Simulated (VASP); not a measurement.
Runs of VASP 6.6.1 on MgO. The structure is that of space group P6_3/mmc (No. 194), or close to it. The cells are those of the table. 

```csv
cell,gap on the mesh (eV),pressure (GPa),largest force (eV/Å)
"a = 3.469, b = 3.482, c = 4.178 Å, angles 90.0, 90.0, 119.9°, 4 atoms",3.36,-5.1,0.04
"a = 3.452, b = 3.478, c = 4.178 Å, angles 90.0, 90.0, 119.8°, 4 atoms",(b),-4.5,0.09
"a = 3.521, b = 3.495, c = 4.178 Å, angles 90.0, 90.0, 120.2°, 4 atoms",3.29,(c),0.08
"a = 3.539, b = 3.500, c = 4.178 Å, angles 90.0, 90.0, 120.4°, 4 atoms",3.27,(a),0.12
"a = 3.547, b = 3.502, c = 4.178 Å, angles 90.0, 90.0, 120.4°, 4 atoms",3.26,-7.7,0.13
```

Alike in all rows: task single point; level LDA; potentials or basis VASP PAW LDA potentials, release 64 (Mg, O); no spin polarisation; k mesh 6 × 6 × 6; cutoff (eV) 520; smearing gaussian 0.05 eV.

Q: Fill in the values left out.

A: (a) -7.5; (b) 3.38; (c) -6.9.

